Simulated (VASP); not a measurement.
# Mg (Pm-3m) in VASP: a series of runs

Mg is run at these levels: LDA; tasks: single point.

Program: VASP 6.6.1. These are calculated values, not measurements. Logs are shortened: lines on timing, memory, paths and dates and some standing lists are left out, and cuts for length are marked.

## Step 1: The cell of the first run

Symmetry: Pm-3m, No. 221, cubic system. The conventional cell has a = 2.349 Å, b = 2.349 Å, c = 2.349 Å, α = 90.00°, β = 90.00°, γ = 90.00°. Mg (site symmetry m-3m) has 6 Mg at 2.35 Å within 3.1 Å.

## Step 2: Single point, LDA

File INCAR:

```
ALGO = Normal
EDIFF = 1E-6
ENCUT = 600
GGA = CA
GGA_COMPAT = F
ISIF = 2
ISMEAR = -1
LASPH = T
LCHARG = F
LREAL = F
LWAVE = F
NBANDS = 7
NELM = 120
PREC = Accurate
SIGMA = 0.05
```

File KPOINTS:

```
k-points
0
Gamma
  15 15 15
```

File POSCAR:

```
Mg
1.0
    2.3486246015      0.0000000000      0.0000000000
    0.0000000000      2.3486246015      0.0000000000
    0.0000000000      0.0000000000      2.3486246015
Mg
1
Direct
    0.0000000000      0.0000000000      0.0000000000
```

Potentials or basis: VASP PAW LDA potentials, release 64 (Mg).

The run is started by

```
cat potpaw_LDA.64/Mg/POTCAR > POTCAR
mpirun -np 1 vasp_std > vasp.out
```

OUTCAR:

```text
EDIFF = 1E-6
   ENCUT = 600
   GGA = CA
   ISIF = 2
   ISMEAR = -1
   LASPH = T
   LREAL = F
   NELM = 120
   PREC = Accurate

 ion  position               nearest neighbor table
   1  0.000  0.000  0.000-

  LATTYP: Found a simple cubic cell.
 ALAT       =     2.3486246015

  Lattice vectors:

 A1 = (   2.3486246015,   0.0000000000,   0.0000000000)
 A2 = (   0.0000000000,   2.3486246015,   0.0000000000)
 A3 = (   0.0000000000,   0.0000000000,   2.3486246015)

Analysis of symmetry for initial positions (statically):
=====================================================================
 Subroutine PRICEL returns:
 Original cell was already a primitive cell.

 Routine SETGRP: Setting up the symmetry group for a
 simple cubic supercell.

 Subroutine GETGRP returns: Found 48 space group operations
 (whereof 48 operations were pure point group operations)
 out of a pool of 48 trial point group operations.

The static configuration has the point symmetry O_h .

Analysis of symmetry for dynamics (positions and initial velocities):
=====================================================================
 Subroutine PRICEL returns:
 Original cell was already a primitive cell.

 Routine SETGRP: Setting up the symmetry group for a
 simple cubic supercell.

 Subroutine GETGRP returns: Found 48 space group operations
 (whereof 48 operations were pure point group operations)
 out of a pool of 48 trial point group operations.

The dynamic configuration has the point symmetry O_h .

 Subroutine INISYM returns: Found 48 space group operations
 (whereof 48 operations are pure point group operations),
 and found     1 'primitive' translations

----------------------------------------------------------------------------------------

                                     Primitive cell

  volume of cell :      12.9551

  direct lattice vectors                    reciprocal lattice vectors
     2.348624602  0.000000000  0.000000000     0.425781114  0.000000000  0.000000000
     0.000000000  2.348624602  0.000000000     0.000000000  0.425781114  0.000000000
     0.000000000  0.000000000  2.348624602     0.000000000  0.000000000  0.425781114

  length of vectors
     2.348624602  2.348624602  2.348624602     0.425781114  0.425781114  0.425781114

  position of ions in fractional coordinates (direct lattice)
     0.000000000  0.000000000  0.000000000

  ion indices of the primitive-cell ions
   primitive index   ion index
                 1           1

----------------------------------------------------------------------------------------

 KPOINTS: k-points

Automatic generation of k-mesh.
 Grid dimensions read from file:
 generate k-points for:   15   15   15

 Generating k-lattice:

  Cartesian coordinates                     Fractional coordinates (reciprocal lattice)
     0.028385408  0.000000000  0.000000000     0.066666667  0.000000000  0.000000000
     0.000000000  0.028385408  0.000000000     0.000000000  0.066666667  0.000000000
     0.000000000  0.000000000  0.028385408     0.000000000  0.000000000  0.066666667

  Length of vectors
     0.028385408  0.028385408  0.028385408

  Shift w.r.t. Gamma in fractional coordinates (k-lattice)
     0.000000000  0.000000000  0.000000000

 Subroutine IBZKPT returns following result:
 ===========================================

 Found    120 irreducible k-points:

 Following reciprocal coordinates:
            Coordinates               Weight
  0.000000  0.000000  0.000000      1.000000
  0.066667  0.000000  0.000000      6.000000
  0.133333  0.000000  0.000000      6.000000
  0.200000  0.000000  0.000000      6.000000
  0.266667  0.000000  0.000000      6.000000
  0.333333  0.000000  0.000000      6.000000
[... 16 lines left out ...]
  0.266667  0.200000  0.000000     24.000000
  0.333333  0.200000  0.000000     24.000000
 [... further k-points ...]
   k-points           NKPTS =    120   k-points in BZ     NKDIM =    120   number of bands    NBANDS=      7
   number of dos      NEDOS =    301   number of ions     NIONS =      1
   total plane-waves  NPLWV =   8000
   dimension x,y,z NGX =    20 NGY =   20 NGZ =   20
   dimension x,y,z NGXF=    40 NGYF=   40 NGZF=   40
   ions per type =               1
   NGX,Y,Z   is equivalent  to a cutoff of  14.16, 14.16, 14.16 a.u.
   NGXF,Y,Z  is equivalent  to a cutoff of  28.31, 28.31, 28.31 a.u.
 SYSTEM =  unknown system
   PREC   = accura    normal or accurate (medium, high low for compatibility)
   ISTART =      0    job   : 0-new  1-cont  2-samecut
   ICHARG =      2    charge: 1-file 2-atom 10-const
   ISPIN  =      1    spin polarized calculation?
   LNONCOLLINEAR =      F non collinear calculations
   LSORBIT =      F    spin-orbit coupling
   LASPH  =      T    aspherical Exc in radial PAW
   ENCUT  =  600.0 eV  44.10 Ry    6.64 a.u.   4.69  4.69  4.69*2*pi/ulx,y,z
   NELM   =    120;   NELMIN=  2; NELMDL= -5     # of ELM steps
   EDIFF  = 0.1E-05   stopping-criterion for ELM
   LREAL  =      F    real-space projection
   EDIFFG = 0.1E-04   stopping-criterion for IOM
   NSW    =      0    number of steps for IOM
   IBRION =     -1    ionic relax: 0-MD 1-quasi-New 2-CG
   NFREE  =      0    steps in history (QN), initial steepest desc. (CG)
   ISIF   =      2    stress and relaxation
   ISYM   =      2    0-nonsym 1-usesym 2-fastsym
   POTIM  = 0.5000    time-step for ionic-motion
   TEBEG  =    0.0;   TEEND  =   0.0 temperature during run
   PSTRESS=    0.0 pullay stress
   NELECT =       2.0000    total number of electrons
   NUPDOWN=      -1.0000    fix difference up-down
   EMIN   =  10.00;   EMAX   =-10.00  energy-range for DOS
   EFERMI =   0.00;   METHOD = LEGACY
   ISMEAR =    -1;   SIGMA  =   0.05  broadening in eV -4-tet -1-fermi 0-gaus
   EFERMI_NEDOS =   21; number of points for ismear=-14 and -15
   IALGO  =     38    algorithm
   IMIX   =      4    mixing-type and parameters
     AMIX     =   0.40;   BMIX     =  1.00
     AMIX_MAG =   1.60;   BMIX_MAG =  1.00
  volume/ion in A,a.u.               =      12.96        87.43
  Fermi-wavevector in a.u.,A,eV,Ry     =   0.878222  1.659600 10.493830  0.771275
  Thomas-Fermi vector in A             =   1.998279
   LORBIT       =      0    0 simple, 1 ext, 2 COOP (PROOUT), +10 PAW based schemes
   GGA     = CA    functional components
   LHFCALC =     F    Hartree Fock is set to
   AEXX    =    0.0000 exact exchange contribution
   IVDW    =     0    specifies the selected vdW correction
   LEPSILON=     F    determine dielectric tensor
   LRPA    =     F    only Hartree local field effects (RPA)
 non-spin polarized calculation
  energy-cutoff  :      600.00
  volume of cell :       12.96
 maximum number of plane-waves:       461
 NGX is ok and might be reduce to    20
   NGX =  9   NGY =  9   NGZ =  9

 number of electron       2.0000000 magnetization

 Free energy of the ion-electron system (eV)
  ---------------------------------------------------
  ext. energy  EPLUGINS =         0.00000000
  ---------------------------------------------------
  free energy    TOTEN  =         0.08018897 eV

  energy without entropy =        0.08421411  energy(sigma->0) =        0.08220154

 E-fermi :   6.4538     XC(G=0): -10.7241

 val. band max:        6.4465633363   @ k =   0.4000   0.1333   0.0000
 cond. band min:       6.5061342703   @ k =   0.4667   0.3333   0.2667
 fundamental gap:      0.0595709340
 Fermi energy:         6.4538324824

 k-point     1 :       0.0000    0.0000    0.0000
  band No.  band energies     occupation
      1      -3.3589      2.00000
      2      17.2225      0.00000
      3      17.2225      0.00000
      4      22.5738      0.00000
      5      22.5738      0.00000
      6      22.5738      0.00000
      7      30.9756      0.00000

 k-point     2 :       0.0667    0.0000    0.0000
  band No.  band energies     occupation
      1      -3.2364      2.00000
      2      16.3323      0.00000
      3      17.3301      0.00000
      4      22.6429      0.00000
      5      22.6429      0.00000
      6      23.2267      0.00000
      7      31.4751      0.00000

 k-point     3 :       0.1333    0.0000    0.0000
  band No.  band energies     occupation
      1      -2.8707      2.00000
      2      14.4391      0.00000
      3      17.6501      0.00000
      4      22.8489      0.00000
      5      22.8489      0.00000
      6      24.4601      0.00000
      7      32.9025      0.00000

 k-point     4 :       0.2000    0.0000    0.0000
  band No.  band energies     occupation
      1      -2.2668      2.00000
      2      12.2722      0.00000
      3      18.1728      0.00000
      4      23.1876      0.00000
      5      23.1876      0.00000
      6      25.7093      0.00000
      7      35.0279      0.00000

 k-point     5 :       0.2667    0.0000    0.0000
  band No.  band energies     occupation
      1      -1.4327      2.00000
      2      10.0841      0.00000
      3      18.8766      0.00000
      4      23.6482      0.00000
      5      23.6482      0.00000
      6      26.9129      0.00000
      7      33.3876      0.00000
[... 161 lines left out ...]
 k-point    22 :       0.2000    0.2000    0.0000
  band No.  band energies     occupation
      1      -1.1974      2.00000
      2      12.4225      0.00000
      3      14.3105      0.00000
      4      22.7775      0.00000
      5      23.8591      0.00000
      6      29.1356      0.00000
      7      31.0152      0.00000

 k-point    23 :       0.2667    0.2000    0.0000
  band No.  band energies     occupation
      1      -0.3805      2.00000
      2      10.8839      0.00000
      3      14.3732      0.00000
      4      22.5759      0.00000
      5      24.3632      0.00000
      6      27.8863      0.00000
      7      32.5334      0.00000

 k-point    24 :       0.3333    0.2000    0.0000
  band No.  band energies     occupation
      1       0.6499      2.00000
      2       8.8993      0.00000
      3      15.1569      0.00000
      4      21.7133      0.00000
      5      24.9771      0.00000
      6      27.7004      0.00000
      7      31.5989      0.00000

 [... further k-points ...]
[... 5 lines left out ...]
  --------------------------------------------------------------------------------------
  -------------------------------------------------------------------------------------
  Total        5.2059943      5.2059943      5.2059943     -0.0000000      0.0000000     -0.0000000
  in kB      643.8333219    643.8333219    643.8333219     -0.0000000      0.0000000     -0.0000000
  external PRESSURE =     643.8333219 kB  Pullay stress =       0.0000000 kB

 VOLUME and BASIS-vectors are now :
 -----------------------------------------------------------------------------
  energy-cutoff  :      600.00
  volume of cell :       12.96
      direct lattice vectors                 reciprocal lattice vectors
     2.348624602  0.000000000  0.000000000     0.425781114  0.000000000  0.000000000
     0.000000000  2.348624602  0.000000000     0.000000000  0.425781114  0.000000000
     0.000000000  0.000000000  2.348624602     0.000000000  0.000000000  0.425781114

 POSITION                                       TOTAL-FORCE (eV/Angst)
 -----------------------------------------------------------------------------------
      0.00000      0.00000      0.00000         0.000000      0.000000      0.000000
 -----------------------------------------------------------------------------------
    total drift:                                0.000000      0.000000      0.000000

  FREE ENERGIE OF THE ION-ELECTRON SYSTEM (eV)
  ---------------------------------------------------
  free  energy   TOTEN  =         0.0801889690 eV

  energy  without entropy=        0.0842141131  energy(sigma->0) =        0.08220154
```

Wall time 14 s (1 thread of Intel Xeon 8259CL, shared host); peak memory 0.12 GiB.

What came out:

- Free energy: 0.0802 eV
- Pressure: 64.4 GPa
- Band gap on the k mesh: zero (band 1 reaches 12.03 eV, above the bottom of band 2 at 4.29 eV)

## Step 3: Single point, LDA

This run uses another cell than the first one, of 25.91 Å³/atom, 2.000 times its volume.

File INCAR:

```
SYSTEM = Mg
PREC = Accurate
ENCUT = 600
EDIFF = 1E-6
ISMEAR = -1
SIGMA = 0.05
LREAL = .FALSE.
LASPH = .TRUE.
NELM = 120
ALGO = Normal
ISIF = 2
LWAVE = .FALSE.
LCHARG = .FALSE.
GGA = CA
NBANDS = 7
GGA_COMPAT = .FALSE.
```

File KPOINTS:

```
Automatic mesh
0
G
  15 15 15
  0 0 0
```

File POSCAR:

```
Mg
1.0
    2.9590815737      0.0000000000      0.0000000000
    0.0000000000      2.9590815737      0.0000000000
    0.0000000000      0.0000000000      2.9590815737
Mg
1
Direct
    0.0000000000      0.0000000000      0.0000000000
```

Potentials or basis: VASP PAW LDA potentials, release 64 (Mg).

The run is started by

```
cat potpaw_LDA.64/Mg/POTCAR > POTCAR
mpirun -np 1 vasp_std > vasp.out
```

Wall time 15 s (1 thread of Intel Xeon 8259CL, shared host); peak memory 0.14 GiB.

It converged, with:

```yaml
Free_energy: -1.4100 eV
Pressure: -0.2 GPa
Band_gap_on_the_k_mesh: zero (band 1 reaches 5.76 eV, above the bottom of band 2 at 0.22 eV)
```

Levels at points of the mesh, in eV from the Fermi level:
```tsv
k point	band 1	band 2	band 3	band 4
(0.00, 0.00, 0.00)	-6.39	8.33	8.33	9.84
```
